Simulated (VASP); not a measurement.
# Re (P-3m1) in VASP: single point with PBE

Aim: the single point of Re with PBE.

Everything below comes from runs of VASP 6.6.1. Logs are shortened: lines on timing, memory, paths and dates and some standing lists are left out, and cuts for length are marked.

## 1. The cell of the first run

It takes space group P-3m1 (No. 164, trigonal). The conventional cell has a = 2.867 Å, b = 2.867 Å, c = 4.706 Å, α = 90.00°, β = 90.00°, γ = 120.00°. Within 3.4 Å of Re (site symmetry 3m) lie 12 Re at 2.47 to 3.32 Å.

## 2. Single point, PBE (strained and its atoms moved)

INCAR reads:

```
PREC     = Accurate       # precision mode
ENCUT    = 560            # plane-wave cutoff, eV
EDIFF    = 1E-6           # SCF threshold, eV
ISMEAR   = 0              # smearing method
SIGMA    = 0.1            # smearing width, eV
LREAL    = F              # projectors in reciprocal space
LASPH    = T              # aspherical terms in the spheres
NELM     = 120            # most SCF steps
ALGO     = Normal         # electronic algorithm
ISIF     = 2              # what is computed and relaxed
LWAVE    = F              # write WAVECAR
LCHARG   = F              # write CHGCAR
GGA      = PE             # functional
NBANDS   = 22             # bands
GGA_COMPAT= F
```

KPOINTS reads:

```
Automatic mesh
0
Gamma
  18 18 10
```

POSCAR reads:

```
Re
1.0
    2.8672943308      0.0000000000      0.0000000000
   -1.4336471654      2.4831497306      0.0000000000
    0.0000000000      0.0000000000      4.7056210498
Re
2
Direct
    0.3333333300      0.6666666700      0.3058836968
    0.6666666700      0.3333333300      0.6941163032
```

Potentials or basis: VASP PAW PBE potentials, release 64 (Re_sv_GW).

Command:

```bash
$ cat potpaw_PBE.64/Re_sv_GW/POTCAR > POTCAR
$ mpirun -np 1 vasp_std > vasp.out
```

OUTCAR:

```text
PREC = Accurate
   ENCUT = 560
   EDIFF = 1E-6
   ISMEAR = 0
   LREAL = F
   LASPH = T
   NELM = 120
   ISIF = 2
   GGA = PE

 ion  position               nearest neighbor table
   1  0.333  0.667  0.306-   2 2.47   2 2.47   2 2.47
   2  0.667  0.333  0.694-   1 2.47   1 2.47   1 2.47

  LATTYP: Found a hexagonal cell.
 ALAT       =     2.8672943308
 C/A-ratio  =     1.6411363840

  Lattice vectors:

 A1 = (   2.8672943308,   0.0000000000,   0.0000000000)
 A2 = (  -1.4336471654,   2.4831497306,   0.0000000000)
 A3 = (   0.0000000000,   0.0000000000,   4.7056210498)

Analysis of symmetry for initial positions (statically):
=====================================================================
 Subroutine PRICEL returns:
 Original cell was already a primitive cell.

 Routine SETGRP: Setting up the symmetry group for a
 hexagonal supercell.

 Subroutine GETGRP returns: Found 12 space group operations
 (whereof 12 operations were pure point group operations)
 out of a pool of 24 trial point group operations.

The static configuration has the point symmetry D_3d.

Analysis of symmetry for dynamics (positions and initial velocities):
=====================================================================
 Subroutine PRICEL returns:
 Original cell was already a primitive cell.

 Routine SETGRP: Setting up the symmetry group for a
 hexagonal supercell.

 Subroutine GETGRP returns: Found 12 space group operations
 (whereof 12 operations were pure point group operations)
 out of a pool of 24 trial point group operations.

The dynamic configuration has the point symmetry D_3d.

 Subroutine INISYM returns: Found 12 space group operations
 (whereof 12 operations are pure point group operations),
 and found     1 'primitive' translations

----------------------------------------------------------------------------------------

                                     Primitive cell

  volume of cell :      33.5037

  direct lattice vectors                    reciprocal lattice vectors
     2.867294331  0.000000000  0.000000000     0.348760847  0.201357169  0.000000000
    -1.433647165  2.483149731  0.000000000     0.000000000  0.402714338  0.000000000
     0.000000000  0.000000000  4.705621050     0.000000000  0.000000000  0.212511800

  length of vectors
     2.867294331  2.867294331  4.705621050     0.402714338  0.402714338  0.212511800

  position of ions in fractional coordinates (direct lattice)
     0.333333330  0.666666670  0.305883697
     0.666666670  0.333333330  0.694116303

  ion indices of the primitive-cell ions
   primitive index   ion index
                 1           1
                 2           2

----------------------------------------------------------------------------------------

 KPOINTS: Automatic mesh

Automatic generation of k-mesh.
 Grid dimensions read from file:
 generate k-points for:   18   18   10

 Generating k-lattice:

  Cartesian coordinates                     Fractional coordinates (reciprocal lattice)
     0.019375603  0.011186509  0.000000000     0.055555556 -0.000000000  0.000000000
     0.000000000  0.022373019  0.000000000     0.000000000  0.055555556  0.000000000
     0.000000000  0.000000000  0.021251180     0.000000000  0.000000000  0.100000000

  Length of vectors
     0.022373019  0.022373019  0.021251180

  Shift w.r.t. Gamma in fractional coordinates (k-lattice)
     0.000000000  0.000000000  0.000000000

 Subroutine IBZKPT returns following result:
 ===========================================

 Found    330 irreducible k-points:

 Following reciprocal coordinates:
            Coordinates               Weight
  0.000000  0.000000  0.000000      1.000000
  0.055556  0.000000  0.000000      6.000000
  0.111111  0.000000  0.000000      6.000000
  0.166667  0.000000  0.000000      6.000000
  0.222222  0.000000  0.000000      6.000000
  0.277778  0.000000  0.000000      6.000000
[... 16 lines left out ...]
  0.333333  0.111111  0.000000     12.000000
  0.388889  0.111111  0.000000     12.000000
 [... further k-points ...]
   k-points           NKPTS =    330   k-points in BZ     NKDIM =    330   number of bands    NBANDS=     22
   number of dos      NEDOS =    301   number of ions     NIONS =      2
   total plane-waves  NPLWV =  20736
   dimension x,y,z NGX =    24 NGY =   24 NGZ =   36
   dimension x,y,z NGXF=    48 NGYF=   48 NGZF=   72
   ions per type =               2
   NGX,Y,Z   is equivalent  to a cutoff of  13.92, 13.92, 12.72 a.u.
   NGXF,Y,Z  is equivalent  to a cutoff of  27.83, 27.83, 25.44 a.u.
 SYSTEM =  unknown system
   PREC   = accura    normal or accurate (medium, high low for compatibility)
   ISTART =      0    job   : 0-new  1-cont  2-samecut
   ICHARG =      2    charge: 1-file 2-atom 10-const
   ISPIN  =      1    spin polarized calculation?
   LNONCOLLINEAR =      F non collinear calculations
   LSORBIT =      F    spin-orbit coupling
   LASPH  =      T    aspherical Exc in radial PAW
   ENCUT  =  560.0 eV  41.16 Ry    6.42 a.u.   5.53  5.53  9.08*2*pi/ulx,y,z
   NELM   =    120;   NELMIN=  2; NELMDL= -5     # of ELM steps
   EDIFF  = 0.1E-05   stopping-criterion for ELM
   LREAL  =      F    real-space projection
   EDIFFG = 0.1E-04   stopping-criterion for IOM
   NSW    =      0    number of steps for IOM
   IBRION =     -1    ionic relax: 0-MD 1-quasi-New 2-CG
   NFREE  =      0    steps in history (QN), initial steepest desc. (CG)
   ISIF   =      2    stress and relaxation
   ISYM   =      2    0-nonsym 1-usesym 2-fastsym
   POTIM  = 0.5000    time-step for ionic-motion
   TEBEG  =    0.0;   TEEND  =   0.0 temperature during run
   PSTRESS=    0.0 pullay stress
   NELECT =      30.0000    total number of electrons
   NUPDOWN=      -1.0000    fix difference up-down
   EMIN   =  10.00;   EMAX   =-10.00  energy-range for DOS
   EFERMI =   0.00;   METHOD = LEGACY
   ISMEAR =     0;   SIGMA  =   0.10  broadening in eV -4-tet -1-fermi 0-gaus
   EFERMI_NEDOS =   21; number of points for ismear=-14 and -15
   IALGO  =     38    algorithm
   IMIX   =      4    mixing-type and parameters
     AMIX     =   0.40;   BMIX     =  1.00
     AMIX_MAG =   1.60;   BMIX_MAG =  1.00
  volume/ion in A,a.u.               =      16.75       113.05
  Fermi-wavevector in a.u.,A,eV,Ry     =   1.577918  2.981833 33.876145  2.489826
  Thomas-Fermi vector in A             =   2.678528
   LORBIT       =      0    0 simple, 1 ext, 2 COOP (PROOUT), +10 PAW based schemes
   GGA     = PE    functional components
   LHFCALC =     F    Hartree Fock is set to
   AEXX    =    0.0000 exact exchange contribution
   IVDW    =     0    specifies the selected vdW correction
   LEPSILON=     F    determine dielectric tensor
   LRPA    =     F    only Hartree local field effects (RPA)
 non-spin polarized calculation
 Gauss-broadening in eV      SIGMA  =   0.10
  energy-cutoff  :      560.00
  volume of cell :       33.50
 maximum number of plane-waves:      1038
 NGX is ok and might be reduce to    24
   NGX = 11   NGY = 11   NGZ = 19

 number of electron      30.0000000 magnetization

 Free energy of the ion-electron system (eV)
  ---------------------------------------------------
  ext. energy  EPLUGINS =         0.00000000
  ---------------------------------------------------
  free energy    TOTEN  =       -26.98368261 eV

  energy without entropy =      -26.97385011  energy(sigma->0) =      -26.97876636

 E-fermi :  11.0609     XC(G=0): -13.2953

 val. band max:       11.0586270767   @ k =   0.4444   0.0000   0.0000
 cond. band min:      11.0618888391   @ k =   0.2778   0.0000   0.1000
 fundamental gap:      0.0032617625
 Fermi energy:        11.0609484232

 k-point     1 :       0.0000    0.0000    0.0000
  band No.  band energies     occupation
      1     -69.0063      2.00000
      2     -68.7764      2.00000
      3     -31.4730      2.00000
      4     -30.6017      2.00000
      5     -30.6017      2.00000
      6     -30.2339      2.00000
[... 14 lines left out ...]
     21      16.6287      0.00000
     22      23.8175      0.00000

 k-point     2 :       0.0556    0.0000    0.0000
  band No.  band energies     occupation
      1     -69.0036      2.00000
      2     -68.7767      2.00000
      3     -31.4676      2.00000
      4     -30.6329      2.00000
      5     -30.6103      2.00000
      6     -30.2492      2.00000
[... 14 lines left out ...]
     21      16.7413      0.00000
     22      24.0672      0.00000

 k-point     3 :       0.1111    0.0000    0.0000
  band No.  band energies     occupation
      1     -68.9953      2.00000
      2     -68.7774      2.00000
      3     -31.4517      2.00000
      4     -30.7158      2.00000
      5     -30.6337      2.00000
      6     -30.2922      2.00000
[... 14 lines left out ...]
     21      17.0732      0.00000
     22      24.7664      0.00000

 k-point     4 :       0.1667    0.0000    0.0000
  band No.  band energies     occupation
      1     -68.9819      2.00000
      2     -68.7787      2.00000
      3     -31.4295      2.00000
      4     -30.8311      2.00000
      5     -30.6683      2.00000
      6     -30.3522      2.00000
[... 14 lines left out ...]
     21      17.7874      0.00000
     22      25.6034      0.00000

 k-point     5 :       0.2222    0.0000    0.0000
  band No.  band energies     occupation
      1     -68.9646      2.00000
      2     -68.7812      2.00000
      3     -31.4074      2.00000
      4     -30.9609      2.00000
      5     -30.7093      2.00000
      6     -30.4149      2.00000
[... 14 lines left out ...]
     21      18.8400      0.00000
     22      24.7461      0.00000

 k-point     6 :       0.2778    0.0000    0.0000
  band No.  band energies     occupation
      1     -68.9448      2.00000
      2     -68.7852      2.00000
      3     -31.3925      2.00000
      4     -31.0907      2.00000
      5     -30.7512      2.00000
      6     -30.4644      2.00000
[... 14 lines left out ...]
     21      19.8235      0.00000
     22      23.1289      0.00000

 k-point     7 :       0.3333    0.0000    0.0000
  band No.  band energies     occupation
      1     -68.9241      2.00000
      2     -68.7912      2.00000
      3     -31.3904      2.00000
      4     -31.2062      2.00000
      5     -30.7896      2.00000
      6     -30.4879      2.00000
[... 324 lines left out ...]
      6     -30.3976      2.00000
[... 14 lines left out ...]
     21      19.0987      0.00000
     22      24.6458      0.00000

 k-point    21 :       0.2222    0.1111    0.0000
  band No.  band energies     occupation
      1     -68.9383      2.00000
      2     -68.7869      2.00000
      3     -31.3862      2.00000
      4     -31.0910      2.00000
      5     -30.8256      2.00000
      6     -30.4320      2.00000
[... 14 lines left out ...]
     21      20.0127      0.00000
     22      22.9563      0.00000

 k-point    22 :       0.2778    0.1111    0.0000
  band No.  band energies     occupation
      1     -68.9183      2.00000
      2     -68.7932      2.00000
      3     -31.3833      2.00000
      4     -31.1935      2.00000
      5     -30.8663      2.00000
      6     -30.4539      2.00000
[... 14 lines left out ...]
     21      20.6372      0.00000
     22      21.2787      0.00000

 k-point    23 :       0.3333    0.1111    0.0000
  band No.  band energies     occupation
      1     -68.8994      2.00000
      2     -68.8008      2.00000
      3     -31.3889      2.00000
      4     -31.2751      2.00000
      5     -30.8942      2.00000
      6     -30.4591      2.00000
[... 14 lines left out ...]
     21      19.6890      0.00000
     22      20.8136      0.00000

 k-point    24 :       0.3889    0.1111    0.0000
  band No.  band energies     occupation
      1     -68.8845      2.00000
      2     -68.8081      2.00000
      3     -31.3976      2.00000
      4     -31.3264      2.00000
      5     -30.9108      2.00000
      6     -30.4533      2.00000
[... 14 lines left out ...]
     21      19.1886      0.00000
     22      20.4800      0.00000

 [... further k-points ...]

------------------------ aborting loop because EDIFF is reached ----------------------------------------

  FORCE on cell =-STRESS in cart. coord.  units (eV):
  Direction    XX          YY          ZZ          XY          YZ          ZX
  --------------------------------------------------------------------------------------
  -------------------------------------------------------------------------------------
  Total       -1.2241676     -1.2241676      1.7140880      0.0000000      0.0000000      0.0000000
  in kB      -58.5408897    -58.5408897     81.9693620      0.0000000      0.0000000      0.0000000
  external PRESSURE =     -11.7041392 kB  Pullay stress =       0.0000000 kB

 VOLUME and BASIS-vectors are now :
 -----------------------------------------------------------------------------
  energy-cutoff  :      560.00
  volume of cell :       33.50
      direct lattice vectors                 reciprocal lattice vectors
     2.867294331  0.000000000  0.000000000     0.348760847  0.201357169  0.000000000
    -1.433647165  2.483149731  0.000000000     0.000000000  0.402714338  0.000000000
     0.000000000  0.000000000  4.705621050     0.000000000  0.000000000  0.212511800

 POSITION                                       TOTAL-FORCE (eV/Angst)
 -----------------------------------------------------------------------------------
     -0.00000      1.65543      1.43937        -0.000000      0.000000     -4.654755
      1.43365      0.82772      3.26625         0.000000     -0.000000      4.654755
 -----------------------------------------------------------------------------------
    total drift:                                0.000000      0.000000     -0.000000

  FREE ENERGIE OF THE ION-ELECTRON SYSTEM (eV)
  ---------------------------------------------------
  free  energy   TOTEN  =       -26.9836826079 eV

  energy  without entropy=      -26.9738501081  energy(sigma->0) =      -26.97876636
```

Run time: 2.6 min. Hardware: 1 thread of Intel Xeon 6975P-C (Granite Rapids), shared host; peak memory 0.34 GiB.

What came out:

```
Free energy            : -26.9837 eV
Pressure               : -1.2 GPa
Largest force          : 4.655 eV/Å
Band gap on the k mesh : zero (bands 15 and 16 overlap by 2.29 eV)
```

Forces in eV/Å, atoms in the order of the input:
```
Re   0.000  0.000 -4.655
Re   0.000  0.000  4.655
```

Levels at points of the mesh, in eV from the Fermi level:
```
           k point  band 13  band 14  band 15  band 16  band 17  band 18
(0.00, 0.00, 0.00)    -2.16    -2.16    -1.57     1.11     1.11     2.04
(0.50, 0.00, 0.00)    -1.43    -1.04     0.05     2.90     3.23     4.50
(0.00, 0.00, 0.50)    -2.36    -2.33    -2.33     0.51     1.73     1.73
(0.50, 0.00, 0.50)    -1.83     0.71     1.16     2.09     2.13     2.96
```

Caveat: the cell differs from its parent crystal (strained and its atoms moved); the stress differs along the axes, from -6 to 8 GPa; spin-orbit coupling is left out, which moves the levels of the heavy elements; forces of over 1 eV/Å act on the atoms, so gaps and moduli don't describe the material at rest.
